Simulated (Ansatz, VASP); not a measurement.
TaN: VASP beside Ansatz

```xyz
6
Lattice="5.3145 0.0000 0.0000 -2.6573 4.6025 0.0000 0.0000 0.0000 2.9774" Properties=species:S:1:pos:R:3 pbc="T T T"
Ta    0.0000    3.0683    1.4887
Ta    2.6573    1.5342    1.4887
Ta    0.0000    0.0000    0.0000
N     2.0878    0.0000    0.0000
N     1.6134    2.7944    0.0000
N    -1.0439    1.8081    0.0000
```

Alike in both runs: task single point; functional LDA; k mesh 5 × 5 × 8; occupations methfessel-paxton of order 1, width 0.1 eV; no spin polarisation.

```csv
,VASP,Ansatz
version,VASP 6.6.1,Ansatz 0.2.0
potentials or method,"VASP PAW LDA potentials, release 64 (Ta_pv, N), cutoff 520 eV","plane waves, PAW"
valence electrons in the cell,48,54
```

```csv
,VASP,Ansatz,Ansatz less VASP
pressure (GPa),-26.6,-27.9,-1.25
"traceless stress, the component that is largest in VASP (GPa)",-2.38,-2.37,+0.013
```

LDA's correlation is that of Perdew and Zunger in VASP and of Perdew and Wang (1992) in Ansatz. VASP's potentials hold 48 valence electrons a cell and Ansatz's 54, so a difference there can come from the potentials and not from the codes.

Neither program's run includes spin-orbit coupling.
